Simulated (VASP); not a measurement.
Input of a VASP 6.6.1 run:

Contents of INCAR:

```
SYSTEM = ZnSe
PREC = Accurate
ENCUT = 500
EDIFF = 1E-6
ISMEAR = -5
SIGMA = 0.1
LREAL = .False.
LASPH = .True.
NELM = 200
ALGO = Normal
ISIF = 2
LWAVE = .False.
LCHARG = .True.
ISPIN = 2
MAGMOM = 0 0
LORBIT = 11
NUPDOWN = 0.0
GGA = PE
LELF = .True.
LVHAR = .True.
NBANDS = 20
GGA_COMPAT = .False.
```

Contents of KPOINTS:

```
Automatic mesh
0
Gamma
  4 4 4
  0 0 0
```

Contents of POSCAR:

```
ZnSe
1.0
    0.0000000000      2.8324425407      2.8324425407
    2.8324425407      0.0000000000      2.8324425407
    2.8324425407      2.8324425407      0.0000000000
Zn Se
1 1
Direct
    0.0000000000      0.0000000000      0.0000000000
    0.7500000000      0.7500000000      0.7500000000
```

Potentials or basis: VASP PAW PBE potentials, release 64 (Zn, Se).

The run is started by

```bash
$ cat potpaw_PBE.64/Zn/POTCAR potpaw_PBE.64/Se/POTCAR > POTCAR
$ mpirun -np 1 vasp_std > vasp.out
```

Task: What does it give for the pressure?

Result: 2.8 GPa.

Caveat: the k points lie up to 0.48 Å⁻¹ apart; the total moment is fixed, so each spin has its own Fermi level.
